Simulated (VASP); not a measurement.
# Si: single point with LDA

Si:

```
Si
1.0
     2.60849    0.00000    0.00000
    -1.30425    2.25902    0.00000
     0.00000    0.00000    2.59430
Si
1
Direct
  0.00000 0.00000 0.00000
```

This cell differs from its parent crystal: strain +0.000 along x and y, +0.050 along z.

- Program: VASP 6.6.1
- Task: single point
- Functional: LDA
- Potentials or basis: VASP PAW LDA potentials, release 64 (Si)
- Cutoff: 520 eV
- k mesh: 24 × 24 × 24
- Occupations: gaussian, width 0.15 eV
- Spin: no spin polarisation

- Pressure: -4.9 GPa
- Band gap on the k mesh: zero (band 2 reaches 15.36 eV, above the bottom of band 3 at 4.88 eV)

Stress tensor (GPa, compression positive):
```
 -0.82   0.00   0.00
  0.00  -0.82   0.00
  0.00   0.00 -13.08
```

Levels at points of the mesh, in eV from the Fermi level:
```tsv
k point	band 1	band 2	band 3	band 4	band 5	band 6
(0.00, 0.00, 0.00)	-13.74	6.10	6.91	10.83	10.83	12.67
(0.50, 0.00, 0.00)	-7.10	-6.46	5.60	6.95	10.99	13.56
(0.00, 0.00, 0.50)	-9.72	-6.92	13.61	13.61	14.80	14.80
(0.50, 0.00, 0.50)	-3.32	-2.40	-1.64	1.71	8.48	11.92
```

It took 22 s on 1 thread of Intel(R) Xeon(R) 6975P-C (Granite Rapids), with other jobs on the host, peak memory 0.18 GiB.

Caveat: the cell differs from its parent crystal (strain +0.000 along x and y, +0.050 along z).
